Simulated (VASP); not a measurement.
## NbH2: single point with PBEsol

NbH2:

```
Nb H
1.0
     3.08093    0.00000    0.00000
    -1.54046    2.66816    0.00000
     0.00000    0.00000    2.70100
Nb H
1 2
Direct
  0.00000 0.00000 0.00000
  0.33333 0.66667 0.50000
  0.66667 0.33333 0.50000
```

```yaml
Program: VASP 6.6.1
Task: single point
Functional: PBEsol
Potentials_or_basis: VASP PAW PBE potentials, release 64 (Nb_sv, H)
Cutoff: 520 eV
k_mesh: 7 × 7 × 6
Occupations: methfessel-paxton, width 0.05 eV
Spin: no spin polarisation
Dipole_correction: no
Further_INCAR_settings: ALGO = Normal; EDIFF = 1e-06; NBANDS = 14
```

| Quantity | Value |
| --- | --- |
| Pressure | -0.5 GPa |

Levels at points of the mesh, in eV from the Fermi level:
```csv
k point,band 3,band 4,band 5,band 6,band 7,band 8,band 9,band 10,band 11,band 12
"(0.00, 0.00, 0.00)",-30.96,-30.57,-11.69,-3.52,-1.17,-1.17,1.37,3.70,3.70,11.19
"(0.00, 0.00, 0.50)",-30.80,-30.80,-8.05,-4.11,-0.21,-0.21,0.12,0.12,3.39,8.55
```

Run time: 14 s on 1 thread of AMD EPYC 7R43 64-Core Processor (Zen 3), with other jobs on the host, peak memory 0.1 GiB.

Caveat: the k points lie up to 0.39 Å⁻¹ apart; the PAW data sets were made with another functional, which shifts forces and pressure a little.
